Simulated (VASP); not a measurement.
Crystal: TaN.

```
Ta N
1.0
     3.12376    0.00000    0.00000
    -1.56188    2.70526    0.00000
     0.00000    0.00000    6.04771
Ta N
2 2
Direct
  0.33333 0.66667 0.02990
  0.66667 0.33333 0.52990
  0.33333 0.66667 0.35510
  0.66667 0.33333 0.85510
```

Base run:

- Program: VASP 6.6.1
- Functional: PBEsol
- Potentials or basis: VASP PAW PBE potentials, release 64 (Ta_pv, N)
- Cutoff: 520 eV
- k mesh: 10 × 10 × 5
- Occupations: fermi-dirac, width 0.02 eV
- Spin: no spin polarisation

Its results: band gap on the k mesh zero (bands 16 and 17 overlap by 0.48 eV); pressure 0.7 GPa; largest force 0.023 eV/Å.

Problem. The run is repeated on the same cell with these changes: dispersion from none to D4. What comes out?

Solution. Band gap on the k mesh zero (bands 16 and 17 overlap by 0.48 eV); pressure -1.5 GPa; largest force 0.030 eV/Å.

Dispersion adds attraction, which lowers the pressure at fixed volume and, as a term added to the energy, leaves the levels alone.

Caveats: the PAW data sets were made with another functional, which shifts forces and pressure a little; spin-orbit coupling is left out, which moves the levels of the heavy elements.
